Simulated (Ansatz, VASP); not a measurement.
Two plane-wave programs on Zn

```
Zn
1.0
     2.63332    0.00000    0.00000
    -1.31666    2.28052    0.00000
     0.00000    0.00000    5.10824
Zn
2
Direct
  0.33333 0.66667 0.25000
  0.66667 0.33333 0.75000
```

Alike in both runs: functional PBE; k mesh 18 × 18 × 8; occupations gaussian, width 0.1 eV; no spin polarisation.

Ansatz relaxed the structure, and its values are those at the end. VASP's run is a single point on that final structure, the one shown.

|  | VASP | Ansatz |
| --- | --- | --- |
| version | VASP 6.6.1 | Ansatz 0.2.0 |
| potentials or method | VASP PAW PBE potentials, release 64 (Zn), cutoff 520 eV | scalar-relativistic, plane waves, PAW |
| valence electrons in the cell | 24 | 24 |

VASP gave:

| Quantity | Value |
| --- | --- |
| gap on the k mesh at the Fermi level (eV) | none |
| pressure (GPa) | 0.3 |

Estimate Ansatz's values.

gap on the k mesh at the Fermi level (eV): none; pressure (GPa): 0.0.

A gap of «none» marks a metal or a gap that the smearing closes.
